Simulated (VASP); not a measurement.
Al2Au: single point with PBE

Al2Au:

```xyz
3
Lattice="0.0000 2.9092 2.9092 2.9092 0.0000 2.9092 2.9092 2.9092 0.0000" Properties=species:S:1:pos:R:3 pbc="T T T"
Al    1.4546    1.4546    1.4546
Al    4.3638    4.3638    4.3638
Au    0.0000    0.0000    0.0000
```

This cell differs from its parent crystal: strained.

```
Program                : VASP 6.6.1
Task                   : single point
Functional             : PBE
Potentials or basis    : VASP PAW PBE potentials, release 64 (Al, Au)
Cutoff                 : 520 eV
k mesh                 : 12 × 12 × 12
Occupations            : gaussian, width 0.1 eV
Spin                   : no spin polarisation
Dipole correction      : no
Further INCAR settings : ALGO = Normal; EDIFF = 1e-06; NBANDS = 16
```

```
Pressure               : 16.8 GPa
Band gap on the k mesh : zero (an odd number of electrons rules out a gap without spin polarisation)
```

Levels at points of the mesh, in eV from the Fermi level:
```
           k point  band 6  band 7  band 8  band 9  band 10  band 11  band 12  band 13
(0.00, 0.00, 0.00)   -6.09    2.91    2.96    2.96     2.96     4.33     4.33     4.33
(0.50, 0.00, 0.00)   -5.94   -5.83    0.29    0.29     3.44     4.10     4.10     4.35
(0.50, 0.50, 0.00)   -5.72   -5.35   -2.35   -2.35     1.81     2.13     7.66    10.61
```

Wall time 46 s on 1 thread of Intel Xeon 8259CL, on a shared host, peak memory 0.21 GiB.

Caveat: the cell differs from its parent crystal (strained); the cell stands under pressure; spin-orbit coupling is left out, which moves the levels of the heavy elements.
